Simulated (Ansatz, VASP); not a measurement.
# Two plane-wave programs on SiSe

POSCAR

```
SiSe
1.0
    3.5952000000      0.0000000000      0.0000000000
   -1.7976000000      3.1135300000      0.0000000000
    0.0000000000      0.0000000000      3.5987300000
Si Se
1 1
Direct
    0.6666700000      0.3333300000      0.5000000000
    0.0000000000      0.0000000000      0.0000000000
```

Contents of INCAR.step1:

```
PREC     = Accurate       # precision mode
ENCUT    = 520            # plane-wave cutoff, eV
EDIFF    = 1E-5           # SCF threshold, eV
ISMEAR   = -1             # smearing method
SIGMA    = 0.05           # smearing width, eV
LREAL    = False          # projectors in reciprocal space
LASPH    = True           # aspherical terms in the spheres
NELM     = 60             # most SCF steps
ALGO     = Normal         # electronic algorithm
ISIF     = 2              # what is computed and relaxed
LWAVE    = True           # write WAVECAR
LCHARG   = False          # write CHGCAR
GGA      = PE             # functional
NBANDS   = 12             # bands
```

File INCAR.step2:

```
PREC     = Accurate       # precision mode
ENCUT    = 520            # plane-wave cutoff, eV
EDIFF    = 1E-6           # SCF threshold, eV
ISMEAR   = -1             # smearing method
SIGMA    = 0.05           # smearing width, eV
LREAL    = False          # projectors in reciprocal space
LASPH    = True           # aspherical terms in the spheres
NELM     = 60             # most SCF steps
ALGO     = Normal         # electronic algorithm
ISIF     = 2              # what is computed and relaxed
LWAVE    = False          # write WAVECAR
LCHARG   = False          # write CHGCAR
GGA      = PS             # functional
LHFCALC  = True           # exact exchange
AEXX     = 0.25           # exact-exchange fraction
HFSCREEN = 0.207          # screening, 1/A
PRECFOCK = Normal       
ISTART   = 1            
NBANDS   = 12             # bands
```

File KPOINTS:

```
Automatic mesh
0
Gamma
  5 5 4
```

The input input.yaml:

```yaml
crystal:
  lattice:
    - [3.5952, 0.0, 0.0]
    - [-1.7976, 3.11353, 0.0]
    - [0.0, 0.0, 3.59873]
  atoms:
    - { symbol: Si, position: [0.66667, 0.33333, 0.5] }
    - { symbol: Se, position: [0.0, 0.0, 0.0] }
hamiltonian:
  xc:
    exchange: hjs_pbesol
    correlation: pbesol
    exx: { coeff: 0.25, omega: 0.207 }
  pseudopotentials: { kind: paw }
kpoints:
  mp_grid: { grid: [5, 5, 4] }
  band_path:
    path:
      - [[0.0, 0.0, 0.0], [0.5, 0.0, 0.0], [0.3333333333, 0.3333333333, 0.0], [0.0, 0.0, 0.0], [0.0, 0.0, 0.5], [0.5, 0.0, 0.5], [0.3333333333, 0.3333333333, 0.5], [0.0, 0.0, 0.5]]
      - [[0.5, 0.0, 0.5], [0.5, 0.0, 0.0]]
      - [[0.3333333333, 0.3333333333, 0.0], [0.3333333333, 0.3333333333, 0.5]]
    npoints: 4
scf:
  occupations: { method: fermi_dirac, width: 0.05 }
  n_extra_bands: 6
output:
  forces: true
  stress: true
  eigenvalues: true
  fatbands: false
```

Alike in both runs: functional PBEsol-based screened hybrid with a share of 0.25 of exact exchange and HFSCREEN = 0.207; k mesh 5 × 5 × 4; occupations fermi-dirac, width 0.05 eV; no spin polarisation.

|  | VASP | Ansatz |
| --- | --- | --- |
| version | VASP 6.6.1 | Ansatz 0.2.0 |
| potentials or method | VASP PAW PBE potentials, release 64 (Si, Se) | Ansatz PAW |
| plane-wave cutoff (eV) | 520 | 420 |
| valence electrons in the cell | 10 | 20 |
| task | single point | band structure |

```tsv
	VASP	Ansatz	Ansatz less VASP
gap on the k mesh at the Fermi level (eV)	none	none	-
pressure (GPa)	-4.5	-4.4	+0.13
traceless stress, the component that is largest in VASP (GPa)	-1.09	-1.05	+0.037
```

VASP's potentials were made for PBE, not for PBEsol-based screened hybrid. A gap of «none» marks a metal or a gap that the smearing closes. VASP's potentials hold 10 valence electrons a cell and Ansatz's 20, so a difference there can come from the potentials and not from the codes.

The k mesh is coarse, so the values compare programs but aren't converged.
